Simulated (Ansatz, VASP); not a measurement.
**Two plane-wave programs on P**

```
CELL_PARAMETERS angstrom
3.32252 0.00000 0.00000
0.00000 10.19152 0.00000
0.00000 0.00000 4.33354
ATOMIC_POSITIONS crystal
P 0.00000 0.89465 0.92185
P 0.50000 0.89465 0.57815
P 0.50000 0.60535 0.07815
P 0.00000 0.60535 0.42185
P 0.50000 0.39465 0.92185
P 0.00000 0.39465 0.57815
P 0.00000 0.10535 0.07815
P 0.50000 0.10535 0.42185
```

Change from the starting cell: strain along c alone, the other axes held, atoms relaxed: +4.0 %.

Alike in both runs: functional PBE; dispersion D3(BJ); k mesh 10 × 4 × 8; occupations gaussian, width 0.1 eV; no spin polarisation.

Ansatz relaxed the structure, and its values are those at the end. VASP's run is a single point on that final structure, the one shown.

```csv
,VASP,Ansatz
version,VASP 6.6.1,Ansatz 0.2.0
potentials or method,"VASP PAW PBE potentials, release 64 (P), cutoff 520 eV","scalar-relativistic, plane waves, PAW"
valence electrons in the cell,40,40
```

|  | VASP | Ansatz | Ansatz less VASP |
| --- | --- | --- | --- |
| gap on the k mesh at the Fermi level (eV) | none | none | - |
| pressure (GPa) | -1.5 | -1.2 | +0.34 |
| rms of the force components (eV/Å) | 0.033 | 0.001 | -0.0319 |

A gap of «none» marks a metal or a gap that the smearing closes. Ansatz's warnings: stress scf threshold loose.
